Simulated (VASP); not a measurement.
Here is a VASP 6.6.1 calculation.

INCAR

```
SYSTEM = HC12
ALGO     = Normal         ! electronic algorithm
DIPOL    = 0.5 0.5 0.294
EDIFF    = 1E-6           ! SCF threshold, eV
ENCUT    = 520            ! plane-wave cutoff, eV
GGA      = PE             ! functional
IDIPOL   = 3            
ISIF     = 2              ! what is computed and relaxed
ISMEAR   = 0              ! smearing method
LASPH    = .TRUE.         ! aspherical terms in the spheres
LCHARG   = .FALSE.        ! write CHGCAR
LDIPOL   = .TRUE.       
LREAL    = Auto         
LWAVE    = .FALSE.        ! write WAVECAR
NBANDS   = 68             ! bands
NELM     = 100            ! most SCF steps
PREC     = Accurate       ! precision mode
SIGMA    = 0.05           ! smearing width, eV
```

The input KPOINTS:

```
k-points
0
G
  5 5 1
  0 0 0
```

File POSCAR:

```
HC12
1.0
    5.0509324483      0.0000000000      0.0000000000
    0.0000000000      5.0509324483      0.0000000000
    0.0000000000      0.0000000000     22.3754933530
C H
24 2
Direct
    0.0000000000      0.2500000000      0.1787670080
    0.0000000000      0.7500000000      0.1787670080
    0.5000000000      0.2500000000      0.1787670080
    0.5000000000      0.7500000000      0.1787670080
    0.0000000000      0.0000000000      0.2186716990
    0.0000000000      0.5000000000      0.2186716990
    0.5000000000      0.0000000000      0.2186716990
    0.5000000000      0.5000000000      0.2186716990
    0.2500000000      0.0000000000      0.2585763899
    0.2500000000      0.5000000000      0.2585763899
    0.7500000000      0.0000000000      0.2585763899
    0.7500000000      0.5000000000      0.2585763899
    0.2500000000      0.2500000000      0.2976014419
    0.2500000000      0.7500000000      0.2976014419
    0.7500000000      0.2500000000      0.2976014419
    0.7500000000      0.7500000000      0.2976014419
    0.0000000000      0.2500000000      0.3394883053
    0.0000000000      0.7500000000      0.3394883053
    0.5000000000      0.2500000000      0.3394883053
    0.5000000000      0.7500000000      0.3394883053
    0.0000000000      0.0000000000      0.3743154719
    0.0000000000      0.5000000000      0.3743154719
    0.5000000000      0.0000000000      0.3743154719
    0.5000000000      0.5000000000      0.3743154719
    0.9356554451      0.3750000000      0.4905140271
    1.0643445549      0.3750000000      0.4905140271
```

Potentials or basis: VASP PAW PBE potentials, release 64 (C, H).

The run is started by

```bash
$ cat potpaw_PBE.64/C/POTCAR potpaw_PBE.64/H/POTCAR > POTCAR
$ mpirun -np 1 vasp_std > vasp.out
```

**Question.** Predict the largest force.

**Answer.** 4.898 eV/Å.

**Question.** What does it give for the band gap on the k mesh?

**Answer.** Zero (bands 49 and 50 overlap by 0.08 eV).

Forces in eV/Å, atoms in the order of the input:
```
C    0.000 -0.001  2.221
C    0.000  0.001  2.225
C    0.000  0.003  2.200
C    0.000 -0.003  2.199
C    0.000  0.000 -2.625
C    0.000  0.000 -2.620
C    0.000 -0.001 -2.566
C    0.000  0.000 -2.574
C    0.022  0.001  0.349
C    0.039  0.000  0.350
C   -0.022  0.001  0.349
C   -0.039  0.000  0.350
C    0.075  0.004  0.023
C    0.059 -0.004  0.025
C   -0.075  0.004  0.023
C   -0.059 -0.004  0.025
C    0.000 -0.014  0.117
C    0.000  0.021  0.055
C    0.000  0.012 -0.109
C    0.000 -0.014 -0.053
C    0.000 -0.029 -0.005
C    0.000  0.054 -0.219
C    0.000  0.021  0.037
C    0.000 -0.013  0.056
H   -4.897 -0.020  0.084
H    4.897 -0.020  0.084
```
